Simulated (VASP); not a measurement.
Here is a VASP 6.6.1 calculation.

The input INCAR:

```
SYSTEM = Cr
ALGO = Normal
EDIFF = 1E-7
ENCUT = 520
GGA = PS
ISIF = 2
ISMEAR = -1
ISPIN = 2
LASPH = .TRUE.
LCHARG = .FALSE.
LMAXMIX = 4
LORBIT = 11
LREAL = .FALSE.
LWAVE = .FALSE.
MAGMOM = 0.75 0.75
NBANDS = 23
NELM = 150
NUPDOWN = 1.5
PREC = Accurate
SIGMA = 0.05
```

KPOINTS

```
k-points
0
G
  9 9 5
  0 0 0
```

File POSCAR:

```
Cr
1.0
    2.7140000000      0.0000000000      0.0000000000
   -1.3570000000      2.3503929459      0.0000000000
    0.0000000000      0.0000000000      4.4100000000
Cr
2
Direct
    0.6666666667      0.3333333333      0.7500000000
    0.3333333333      0.6666666667      0.2500000000
```

Potentials or basis: VASP PAW PBE potentials, release 64 (Cr_pv).

The run is started by

```console
$ cat potpaw_PBE.64/Cr_pv/POTCAR > POTCAR
$ mpirun -np 1 vasp_std > vasp.out
```

Task: Predict the pressure.

Result: -32.6 GPa.

Stress tensor (GPa, compression positive):
```
-34.56   0.00   0.00
  0.00 -34.56   0.00
  0.00   0.00 -28.53
```

Caveat: the stress differs along the axes, from -35 to -29 GPa; the PAW data sets were made with another functional, which shifts forces and pressure a little; the total moment is fixed, so each spin has its own Fermi level and the state may be an excited one.
